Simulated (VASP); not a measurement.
# Ta4S in VASP: relaxation of the atoms with LDA

Aim: the relaxation of the atoms of Ta4S with LDA.

Everything below comes from runs of VASP 6.6.1. Logs are shortened: lines on timing, memory, paths and dates and some standing lists are left out, and cuts for length are marked.

## 1. The cell of the first run

The cell holds a slab with vacuum, 5 atoms: a = 3.253 Å, b = 3.253 Å, c = 20.213 Å, α = 90.00°, β = 90.00°, γ = 90.00°.

## 2. Relaxation of the atoms, LDA

Contents of INCAR:

```
PREC = Accurate
ENCUT = 520
EDIFF = 1E-6
ISMEAR = 0
SIGMA = 0.1
LREAL = F
LASPH = T
NELM = 80
ALGO = Fast
ISIF = 2
LWAVE = F
LCHARG = F
LDIPOL = T
IDIPOL = 3
DIPOL = 0.5 0.5 0.357
IBRION = 2
NSW = 50
EDIFFG = -0.025
KPAR = 4
```

Contents of KPOINTS:

```
Automatic mesh
0
Gamma
  8 8 1
```

Contents of POSCAR:

```
Ta4S
1.0
    3.2528501163      0.0000000000      0.0000000000
    0.0000000000      3.2528501163      0.0000000000
    0.0000000000      0.0000000000     20.2133955625
Ta S
4 1
Selective dynamics
Direct
    0.5000000000      0.5000000000      0.1978885728  F F F
    0.0000000000      0.0000000000      0.2783513062  F F F
    0.5000000000      0.5000000000      0.3580225063  F F F
    0.0000000000      0.0000000000      0.4310703531  T T T
    0.7500000000      0.3750000000      0.5220990966  F F T
```

Potentials or basis: VASP PAW LDA potentials, release 64 (Ta_pv, S).

Command:

```bash
cat potpaw_LDA.64/Ta_pv/POTCAR potpaw_LDA.64/S/POTCAR > POTCAR
mpirun -np 4 vasp_std > vasp.out
```

OUTCAR:

```text
PREC = Accurate
   ENCUT = 520
   EDIFF = 1E-6
   ISMEAR = 0
   LREAL = F
   LASPH = T
   NELM = 80
   ISIF = 2
   IBRION = 2
   NSW = 50
   EDIFFG = -0.025

 ion  position               nearest neighbor table
   1  0.500  0.500  0.198-   2 2.82   2 2.82   2 2.82   2 2.82   3 3.24
   2  0.000  0.000  0.278-   3 2.81   3 2.81   3 2.81   3 2.81   1 2.82   1 2.82   1 2.82   1 2.82
                             4 3.09
   3  0.500  0.500  0.358-   4 2.73   4 2.73   4 2.73   4 2.73   2 2.81   2 2.81   2 2.81   2 2.81
                             1 3.24
   4  0.000  0.000  0.431-   5 2.35   3 2.73   3 2.73   3 2.73   3 2.73   5 2.86   2 3.09
   5  0.750  0.375  0.522-   4 2.35   4 2.86

  LATTYP: Found a simple tetragonal cell.
 ALAT       =     3.2528501163
 C/A-ratio  =     6.2140568547

  Lattice vectors:

 A1 = (   3.2528501163,   0.0000000000,   0.0000000000)
 A2 = (   0.0000000000,   3.2528501163,   0.0000000000)
 A3 = (   0.0000000000,   0.0000000000,  20.2133955625)

Analysis of symmetry for initial positions (statically):
=====================================================================
 Subroutine PRICEL returns:
 Original cell was already a primitive cell.

 Routine SETGRP: Setting up the symmetry group for a
 simple tetragonal supercell.

 Subroutine GETGRP returns: Found  1 space group operations
 (whereof  1 operations were pure point group operations)
 out of a pool of 16 trial point group operations.

The static configuration has the point symmetry C_1 .

Analysis of symmetry for dynamics (positions and initial velocities):
=====================================================================
 Subroutine PRICEL returns:
 Original cell was already a primitive cell.

 Routine SETGRP: Setting up the symmetry group for a
 simple tetragonal supercell.

 Subroutine GETGRP returns: Found  1 space group operations
 (whereof  1 operations were pure point group operations)
 out of a pool of 16 trial point group operations.

The dynamic configuration has the point symmetry C_1 .

Analysis of constrained symmetry for selective dynamics:
=====================================================================
 Subroutine PRICEL returns:
 Original cell was already a primitive cell.

 Routine SETGRP: Setting up the symmetry group for a
 simple tetragonal supercell.

 Subroutine GETGRP returns: Found  1 space group operations
 (whereof  1 operations were pure point group operations)
 out of a pool of 16 trial point group operations.

The constrained configuration has the point symmetry C_1 .

 Subroutine INISYM returns: Found  1 space group operations
 (whereof  1 operations are pure point group operations),
 and found     1 'primitive' translations

----------------------------------------------------------------------------------------

                                     Primitive cell

  volume of cell :     213.8786

  direct lattice vectors                    reciprocal lattice vectors
     3.252850116  0.000000000  0.000000000     0.307422711  0.000000000  0.000000000
     0.000000000  3.252850116  0.000000000     0.000000000  0.307422711  0.000000000
     0.000000000  0.000000000 20.213395563     0.000000000  0.000000000  0.049472143

  length of vectors
     3.252850116  3.252850116 20.213395563     0.307422711  0.307422711  0.049472143

  position of ions in fractional coordinates (direct lattice)
     0.500000000  0.500000000  0.197888573
     0.000000000  0.000000000  0.278351306
     0.500000000  0.500000000  0.358022506
     0.000000000  0.000000000  0.431070353
     0.750000000  0.375000000  0.522099097

  ion indices of the primitive-cell ions
   primitive index   ion index
                 1           1
                 2           2
                 3           3
                 4           4
                 5           5

----------------------------------------------------------------------------------------

 KPOINTS: Automatic mesh

Automatic generation of k-mesh.
 Grid dimensions read from file:
 generate k-points for:    8    8    1

 Generating k-lattice:

  Cartesian coordinates                     Fractional coordinates (reciprocal lattice)
     0.038427839  0.000000000  0.000000000     0.125000000  0.000000000  0.000000000
     0.000000000  0.038427839  0.000000000     0.000000000  0.125000000  0.000000000
     0.000000000  0.000000000  0.049472143     0.000000000  0.000000000  1.000000000

  Length of vectors
     0.038427839  0.038427839  0.049472143

  Shift w.r.t. Gamma in fractional coordinates (k-lattice)
     0.000000000  0.000000000  0.000000000

 Subroutine IBZKPT returns following result:
 ===========================================

 Found     34 irreducible k-points:

 Following reciprocal coordinates:
            Coordinates               Weight
  0.000000  0.000000  0.000000      1.000000
  0.125000  0.000000  0.000000      2.000000
  0.000000  0.125000  0.000000      2.000000
  0.250000  0.000000  0.000000      2.000000
  0.000000  0.250000  0.000000      2.000000
  0.375000  0.000000  0.000000      2.000000
[... 16 lines left out ...]
 -0.250000  0.250000  0.000000      2.000000
  0.375000  0.250000  0.000000      2.000000
 [... further k-points ...]
   k-points           NKPTS =     34   k-points in BZ     NKDIM =     34   number of bands    NBANDS=     30
   number of dos      NEDOS =    301   number of ions     NIONS =      5
   total plane-waves  NPLWV =  86400
   dimension x,y,z NGX =    24 NGY =   24 NGZ =  150
   dimension x,y,z NGXF=    48 NGYF=   48 NGZF=  300
   ions per type =               4   1
   NGX,Y,Z   is equivalent  to a cutoff of  12.27, 12.27, 12.34 a.u.
   NGXF,Y,Z  is equivalent  to a cutoff of  24.53, 24.53, 24.67 a.u.
 SYSTEM =  unknown system
   PREC   = accura    normal or accurate (medium, high low for compatibility)
   ISTART =      0    job   : 0-new  1-cont  2-samecut
   ICHARG =      2    charge: 1-file 2-atom 10-const
   ISPIN  =      1    spin polarized calculation?
   LNONCOLLINEAR =      F non collinear calculations
   LSORBIT =      F    spin-orbit coupling
   LASPH  =      T    aspherical Exc in radial PAW
   ENCUT  =  520.0 eV  38.22 Ry    6.18 a.u.   6.05  6.05 37.58*2*pi/ulx,y,z
   NELM   =     80;   NELMIN=  2; NELMDL= -5     # of ELM steps
   EDIFF  = 0.1E-05   stopping-criterion for ELM
   LREAL  =      F    real-space projection
   EDIFFG = -.3E-01   stopping-criterion for IOM
   NSW    =     50    number of steps for IOM
   IBRION =      2    ionic relax: 0-MD 1-quasi-New 2-CG
   NFREE  =      1    steps in history (QN), initial steepest desc. (CG)
   ISIF   =      2    stress and relaxation
   ISYM   =      2    0-nonsym 1-usesym 2-fastsym
   POTIM  = 0.5000    time-step for ionic-motion
   TEBEG  =    0.0;   TEEND  =   0.0 temperature during run
   PSTRESS=    0.0 pullay stress
   NELECT =      50.0000    total number of electrons
   NUPDOWN=      -1.0000    fix difference up-down
   EMIN   =  10.00;   EMAX   =-10.00  energy-range for DOS
   EFERMI =   0.00;   METHOD = LEGACY
   ISMEAR =     0;   SIGMA  =   0.10  broadening in eV -4-tet -1-fermi 0-gaus
   EFERMI_NEDOS =   21; number of points for ismear=-14 and -15
   IALGO  =     68    algorithm
   IMIX   =      4    mixing-type and parameters
     AMIX     =   0.40;   BMIX     =  1.00
     AMIX_MAG =   1.60;   BMIX_MAG =  1.00
  volume/ion in A,a.u.               =      42.78       288.66
  Fermi-wavevector in a.u.,A,eV,Ry     =   1.008500  1.905788 13.838096  1.017071
  Thomas-Fermi vector in A             =   2.141370
   LORBIT       =      0    0 simple, 1 ext, 2 COOP (PROOUT), +10 PAW based schemes
   GGA     = CA    functional components
   LHFCALC =     F    Hartree Fock is set to
   AEXX    =    0.0000 exact exchange contribution
   IVDW    =     0    specifies the selected vdW correction
   LEPSILON=     F    determine dielectric tensor
   LRPA    =     F    only Hartree local field effects (RPA)
 conjugate gradient relaxation of ions
 non-spin polarized calculation
 RMM-DIIS sequential band-by-band and
 Gauss-broadening in eV      SIGMA  =   0.10
  energy-cutoff  :      520.00
  volume of cell :      213.88
 maximum number of plane-waves:      5812
   NGX = 13   NGY = 13   NGZ = 75

--------------------------------------- Ionic step        1  -------------------------------------------

 number of electron      50.0000008 magnetization

 Free energy of the ion-electron system (eV)
  ---------------------------------------------------
  ext. energy  EPLUGINS =         0.00000000
  ---------------------------------------------------
  free energy    TOTEN  =       -53.62300455 eV

  energy without entropy =      -53.59349980  energy(sigma->0) =      -53.60825217

------------------------ aborting loop because EDIFF is reached ----------------------------------------

  FORCE on cell =-STRESS in cart. coord.  units (eV):
  Direction    XX          YY          ZZ          XY          YZ          ZX
  --------------------------------------------------------------------------------------
  -------------------------------------------------------------------------------------
  Total       -2.8065484     -3.0234877     -2.4454506     -0.9728357      1.0702205     -0.2083116
  in kB      -21.0240191    -22.6491237    -18.3190139     -7.2875690      8.0170849     -1.5604743
  external PRESSURE =     -20.6640522 kB  Pullay stress =       0.0000000 kB
[... 98 lines left out ...]
  FREE ENERGIE OF THE ION-ELECTRON SYSTEM (eV)
  ---------------------------------------------------
  free  energy   TOTEN  =       -53.9039072585 eV

  energy  without entropy=      -53.8740182882  energy(sigma->0) =      -53.88896277

 E-fermi :  -0.0545     XC(G=0):  -6.1207

 val. band max:       -0.0575487579   @ k =  -0.2500   0.2500   0.0000
 cond. band min:      -0.0463937016   @ k =   0.2500   0.2500   0.0000
 fundamental gap:      0.0111550564
 Fermi energy:        -0.0545276240

 k-point     1 :       0.0000    0.0000    0.0000
  band No.  band energies     occupation
      1     -34.7613      2.00000
      2     -34.7018      2.00000
      3     -34.5436      2.00000
      4     -34.5306      2.00000
      5     -34.5164      2.00000
      6     -34.4687      2.00000
[... 781 lines left out ...]
     29       1.8056      0.00000
     30       1.9699      0.00000

 [... further k-points ...]

 dipolmoment           0.000000      0.000000     -0.001818 electrons x Angstroem

 vacuum level on the upper side and lower side of the slab       (xc-potential included)        -0.026        -0.323

[... ionic steps 4 to 32 ...]

--------------------------------------- Ionic step       33  -------------------------------------------

 number of electron      50.0000007 magnetization

------------------------ aborting loop because EDIFF is reached ----------------------------------------

  FORCE on cell =-STRESS in cart. coord.  units (eV):
  Direction    XX          YY          ZZ          XY          YZ          ZX
  --------------------------------------------------------------------------------------
  -------------------------------------------------------------------------------------
  Total       -4.6440941     -4.0372149     -3.8929836     -1.2192630      3.0233917     -4.5990933
  in kB      -34.7891820    -30.2430140    -29.1625686     -9.1335706     22.6484045    -34.4520784
  external PRESSURE =     -31.3982549 kB  Pullay stress =       0.0000000 kB
[... 63 lines left out ...]
  energy  without entropy=      -54.6051252472  energy(sigma->0) =      -54.61394453

--------------------------------------- Ionic step       35  -------------------------------------------

 number of electron      50.0000007 magnetization

 dipolmoment           0.000000      0.000000      0.011563 electrons x Angstroem

 Free energy of the ion-electron system (eV)
  ---------------------------------------------------
  ext. energy  EPLUGINS =         0.00000000
  ---------------------------------------------------
  free energy    TOTEN  =       -54.62291101 eV

  energy without entropy =      -54.60505773  energy(sigma->0) =      -54.61398437

 E-fermi :   0.2073     XC(G=0):  -6.0409

 val. band max:        0.1975463428   @ k =  -0.1250   0.3750   0.0000
 cond. band min:       0.2358406558   @ k =  -0.1250   0.5000   0.0000
 fundamental gap:      0.0382943130
 Fermi energy:         0.2072650094

 k-point     1 :       0.0000    0.0000    0.0000
  band No.  band energies     occupation
      1     -34.6936      2.00000
      2     -34.5191      2.00000
      3     -34.4048      2.00000
      4     -34.3825      2.00000
      5     -34.3054      2.00000
      6     -34.2976      2.00000
[... 781 lines left out ...]
     29       1.7119      0.00000
     30       2.0369      0.00000

 [... further k-points ...]

------------------------ aborting loop because EDIFF is reached ----------------------------------------

 vacuum level on the upper side and lower side of the slab       (xc-potential included)         0.088        -0.211

  FORCE on cell =-STRESS in cart. coord.  units (eV):
  Direction    XX          YY          ZZ          XY          YZ          ZX
  --------------------------------------------------------------------------------------
  -------------------------------------------------------------------------------------
  Total       -4.5975201     -3.9683454     -3.8535570     -1.2472481      3.0338802     -4.6556725
  in kB      -34.4402928    -29.7271085    -28.8672215     -9.3432089     22.7269744    -34.8759160
  external PRESSURE =     -31.0115409 kB  Pullay stress =       0.0000000 kB

 VOLUME and BASIS-vectors are now :
 -----------------------------------------------------------------------------
  energy-cutoff  :      520.00
  volume of cell :      213.88
      direct lattice vectors                 reciprocal lattice vectors
     3.252850116  0.000000000  0.000000000     0.307422711  0.000000000  0.000000000
     0.000000000  3.252850116  0.000000000     0.000000000  0.307422711  0.000000000
     0.000000000  0.000000000 20.213395563     0.000000000  0.000000000  0.049472143
[... 11 lines left out ...]
  FREE ENERGIE OF THE ION-ELECTRON SYSTEM (eV)
  ---------------------------------------------------
  free  energy   TOTEN  =       -54.6229110074 eV

  energy  without entropy=      -54.6050577274  energy(sigma->0) =      -54.61398437

 reached required accuracy - stopping structural energy minimisation

 vacuum level on the upper side and lower side of the slab         4.615         4.289
```

Run time: 56 min. Hardware: 4 MPI ranks of Oxide Virtual Turin-like, shared host; peak memory 0.34 GiB.

Results:

```
Free energy               : -54.6229 eV
Energy gained by relaxing : 200.0 meV/atom
Ionic steps               : 35
Band gap on the k mesh    : zero (bands 25 and 26 overlap by 0.50 eV)
```

The path:
```tsv
step	energy change (eV)	largest force on free atoms (eV/Å)	pressure (GPa)
1	0.0000	3.0554	-2.07
2	-0.2785	1.9019	-1.70
3	-0.2809	1.7160	-1.77
4	-0.4137	1.3314	-2.36
5	-0.6043	0.6219	-3.46
6	-0.6413	0.7456	-3.41
7	-0.6657	1.2628	-3.32
8	-0.6970	2.2718	-3.11
9	-0.5476	2.9002	-2.36
10	-0.7062	2.4821	-3.05
11	-0.7011	2.9352	-2.75
12	-0.7146	2.6957	-2.96
13	-0.7238	2.6821	-2.96
14	-0.7487	2.6252	-2.96
15	-0.7802	2.4386	-2.92
16	-0.7232	2.0932	-2.65
17	-0.7832	2.3673	-2.89
18	-0.8042	2.2339	-2.95
19	-0.8597	1.8431	-3.09
20	-0.9368	1.1246	-3.33
21	-0.9591	1.0326	-3.62
22	-0.9711	0.7150	-3.54
23	-0.9786	0.5821	-3.55
24	-0.9926	0.2400	-3.54
25	-0.9814	0.7933	-3.41
26	-0.9948	0.2423	-3.52
27	-0.9963	0.1523	-3.49
28	-0.9975	0.1149	-3.44
29	-0.9975	0.1209	-3.43
30	-0.9981	0.0969	-3.38
31	-0.9991	0.0932	-3.24
32	-0.9992	0.1129	-3.20
33	-0.9997	0.0559	-3.14
34	-0.9998	0.0597	-3.11
35	-0.9999	0.0144	-3.10
```

Final structure:
```
Ta S
1.0
     3.25285    0.00000    0.00000
     0.00000    3.25285    0.00000
     0.00000    0.00000   20.21340
Ta S
4 1
Direct
  0.50000 0.50000 0.19789
  0.00000 0.00000 0.27835
  0.50000 0.50000 0.35802
  0.20850 0.90979 0.45515
  0.75000 0.37500 0.50457
```

Caveat: spin-orbit coupling is left out, which moves the levels of the heavy elements.

The gap in the log of VASP goes by the Fermi energy; the results here count the filled bands.